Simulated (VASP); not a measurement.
A run of VASP 6.6.1:

INCAR

```
SYSTEM = Na4TmSb
PREC = Accurate
ENCUT = 500
EDIFF = 1E-7
ISMEAR = 0
SIGMA = 0.1
LREAL = .FALSE.
LASPH = .TRUE.
NELM = 200
ALGO = Normal
ISIF = 3
LWAVE = .FALSE.
LCHARG = .FALSE.
GGA = PE
IBRION = 2
NSW = 100
EDIFFG = -0.01
GGA_COMPAT = .FALSE.
NELMIN = 4
LMAXMIX = 6
```

The input KPOINTS:

```
Automatic mesh
0
G
  12 12 6
  0 0 0
```

File POSCAR:

```
Na4TmSb
1.0
    5.5701069267      0.0000000000      0.0000000000
   -2.7850534633      4.8238541003      0.0000000000
    0.0000000000      0.0000000000      6.3188244331
Na Tm Sb
4 1 1
Direct
    0.3333333333      0.6666666667      0.7550637031
    0.3333333333      0.6666666667      0.2449362969
    0.6666666667      0.3333333333      0.7550637031
    0.6666666667      0.3333333333      0.2449362969
    0.0000000000      0.0000000000      0.5000000000
    0.0000000000      0.0000000000      0.0000000000
```

Potentials or basis: VASP PAW PBE potentials, release 64 (Na_pv, Tm_3, Sb), 4f in core.

Launch:

```sh
$ cat potpaw_PBE.64/Na_pv/POTCAR potpaw_PBE.64/Tm_3/POTCAR potpaw_PBE.64/Sb/POTCAR > POTCAR
$ mpirun -np 1 vasp_std > vasp.out
```

Hardware: 1 thread of Intel(R) Xeon(R) 6975P-C (Granite Rapids), with other jobs on the host.

**Question.** Estimate the wall time of this run.

**Answer.** Wall time 10 min on 1 thread of Intel(R) Xeon(R) 6975P-C (Granite Rapids), on a shared host, peak memory 0.51 GiB. Counts: scf iterations 54, k points 76, ion steps 7.
